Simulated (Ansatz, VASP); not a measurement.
Be3TeSe2: VASP beside Ansatz

```xyz
6
Lattice="3.0280 1.7482 4.3548 -3.0280 1.7482 4.3548 0.0000 -3.4965 4.3548" Properties=species:S:1:pos:R:3 pbc="T T T"
Be    0.0000    1.7482    4.3548
Be   -1.5140   -0.8741    4.3548
Be    1.5140   -0.8741    4.3548
Te    0.0000    0.0000    6.5321
Se    0.0000    0.0000   10.0078
Se    0.0000    0.0000    3.0565
```

Alike in both runs: functional PBE; k mesh 3 × 3 × 3; occupations gaussian, width 0.15 eV; no spin polarisation.

Ansatz relaxed the structure, and its values are those at the end. VASP's run is a single point on that final structure, the one shown.

|  | VASP | Ansatz |
| --- | --- | --- |
| version | VASP 6.6.1 | Ansatz 0.2.0 |
| potentials or method | VASP PAW PBE potentials, release 64 (Be, Te, Se), cutoff 600 eV | scalar-relativistic, plane waves, PAW |
| valence electrons in the cell | 24 | 54 |

VASP gave:

* gap on the k mesh at the Fermi level (eV): 1.92
* least direct gap on the mesh (eV): 1.99
* pressure (GPa): -0.1
* rms of the force components (eV/Å): 0.016

Estimate Ansatz's values.

gap on the k mesh at the Fermi level (eV): 1.92; least direct gap on the mesh (eV): 1.99; pressure (GPa): -0.2; rms of the force components (eV/Å): 0.006.

With one functional, cell and mesh, what is left measures potentials, basis and numerics. VASP's potentials hold 24 valence electrons a cell and Ansatz's 54, so a difference there can come from the potentials and not from the codes.

The k mesh is coarse, so the values compare programs but aren't converged. Spin-orbit coupling is off throughout.
